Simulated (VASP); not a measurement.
Write the native input for VASP 6.6.1 that does the following.

```yaml
Task: single point
Functional: PBE
Potentials_or_basis: VASP PAW PBE potentials, release 64 (B)
Cutoff: 520 eV
k_mesh: 18 × 18 × 18
Occupations: gaussian, width 0.1 eV
Spin: no spin polarisation
Dipole_correction: no
Further_INCAR_settings: ALGO = Normal; EDIFF = 1e-06; NBANDS = 10
```

The structure of B lies in POSCAR:

```
B
1.0
    0.0000000000      2.0254942503      2.0254942503
    2.0254942503      0.0000000000      2.0254942503
    2.0254942503      2.0254942503      0.0000000000
B
2
Direct
    0.0000000000      0.0000000000      0.0000000000
    0.2500000000      0.2500000000      0.2500000000
```

This isn't the form of B at room conditions, which is rhombohedral.

The input as run:

INCAR

```
PREC = Accurate ; ENCUT = 520
EDIFF = 1E-6 ; ISMEAR = 0
SIGMA = 0.1 ; LREAL = False
LASPH = True ; NELM = 100
ALGO = Normal ; ISIF = 2
LWAVE = False ; LCHARG = False
GGA = PE ; NBANDS = 10
```

KPOINTS

```
regular mesh
0
Gamma
  18 18 18
```

Potentials or basis: VASP PAW PBE potentials, release 64 (B).

Run with:

```bash
$ cat potpaw_PBE.64/B/POTCAR > POTCAR
$ mpirun -np 1 vasp_std > vasp.out
```

Results of the run:

* Pressure: 0.0 GPa
* Band gap on the k mesh: zero (bands 3 and 4 overlap by 7.11 eV)

Run time: 27 s on 1 thread of Intel Xeon 8259CL, with other jobs on the host, peak memory 0.15 GiB.
